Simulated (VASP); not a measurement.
A run of VASP 6.6.1 is set up as follows.

Contents of INCAR:

```
PREC = Accurate
ENCUT = 520
EDIFF = 1E-6
ISMEAR = 0
SIGMA = 0.1
LREAL = False
LASPH = True
NELM = 60
ALGO = Normal
ISIF = 2
LWAVE = False
LCHARG = False
GGA = PE
NBANDS = 31
```

File KPOINTS:

```
Automatic mesh
0
Gamma
  8 8 8
```

The input POSCAR:

```
Si2Mo
1.0
   -1.7949883492      1.7949883492      6.2411301157
    1.7949883492     -1.7949883492      6.2411301157
    1.7949883492      1.7949883492     -6.2411301157
Si Mo
4 2
Direct
    0.4165000000      0.4165000000      0.0000000000
    0.1665000000      0.6665000000      0.5000000000
    0.3335000000      0.8335000000      0.5000000000
    0.5835000000      0.5835000000      0.0000000000
    0.0000000000      0.0000000000      0.0000000000
    0.7500000000      0.2500000000      0.5000000000
```

Potentials or basis: VASP PAW PBE potentials, release 64 (Si, Mo_sv).

Launch:

```console
$ cat potpaw_PBE.64/Si/POTCAR potpaw_PBE.64/Mo_sv/POTCAR > POTCAR
$ mpirun -np 1 vasp_std > vasp.out
```

(1) What does it give for the pressure?

(2) Estimate the largest force.

(3) Predict the band gap on the k mesh.

## Answers

(1) 28.3 GPa.

(2) 0.022 eV/Å.

(3) zero (bands 22 and 23 overlap by 0.95 eV).

Caveat: the stress differs along the axes, from 19 to 47 GPa.
